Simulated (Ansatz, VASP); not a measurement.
**Two plane-wave programs on Ta**

```xyz
1
Lattice="-1.4139 1.4139 2.1487 1.4139 -1.4139 2.1487 1.4139 1.4139 -2.1487" Properties=species:S:1:pos:R:3 pbc="T T T"
Ta    0.0000    0.0000    0.0000
```

Alike in both runs: task single point; functional PBE; k mesh 20 × 20 × 20; occupations gaussian, width 0.15 eV; no spin polarisation.

```csv
,VASP,Ansatz
version,VASP 6.6.1,Ansatz 0.2.0
potentials or method,"VASP PAW PBE potentials, release 64 (Ta_pv), cutoff 520 eV","scalar-relativistic, plane waves, PAW"
valence electrons in the cell,11,13
```

```csv
,VASP,Ansatz,Ansatz less VASP
gap on the k mesh at the Fermi level (eV),none,none,-
pressure (GPa),19.7,19.5,-0.19
"traceless stress, the component that is largest in VASP (GPa)",7.04,7.04,-0.001
```

A gap of «none» marks a metal or a gap that the smearing closes. VASP's potentials hold 11 valence electrons a cell and Ansatz's 13, so a difference there can come from the potentials and not from the codes.

Neither program's run includes spin-orbit coupling.
